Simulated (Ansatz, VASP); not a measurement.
# Au4S: VASP beside Ansatz

```
CELL_PARAMETERS angstrom
4.68919 0.00000 0.00000
0.00000 4.68919 0.00000
0.00000 0.00000 4.68919
ATOMIC_POSITIONS crystal
S 0.00000 0.00000 0.00000
Au 0.29097 0.29097 0.29097
Au 0.70903 0.70903 0.29097
Au 0.70903 0.29097 0.70903
Au 0.29097 0.70903 0.70903
```

Change from the starting cell: ordered vacancies on the anion sites of cuprite (P-43m, No. 215).

Alike in both runs: functional PBE; k mesh 8 × 8 × 8; occupations gaussian, width 0.02 eV; no spin polarisation.

Ansatz relaxed the structure, and its values are those at the end. VASP's run is a single point on that final structure, the one shown.

|  | VASP | Ansatz |
| --- | --- | --- |
| version | VASP 6.6.1 | Ansatz 0.2.0 |
| potentials or method | VASP PAW PBE potentials, release 64 (S, Au), cutoff 520 eV | scalar-relativistic, plane waves, PAW |
| valence electrons in the cell | 50 | 82 |

Ansatz gave:

| Property | Result |
| --- | --- |
| gap on the k mesh at the Fermi level (eV) | 0.32 |
| least direct gap on the mesh (eV) | 0.53 |
| pressure (GPa) | 0.0 |

Task: Estimate VASP's values.

Result: gap on the k mesh at the Fermi level (eV): 0.34; least direct gap on the mesh (eV): 0.54; pressure (GPa): -0.2.

VASP's potentials hold 50 valence electrons a cell and Ansatz's 82, so a difference there can come from the potentials and not from the codes.

Spin-orbit coupling is off throughout.
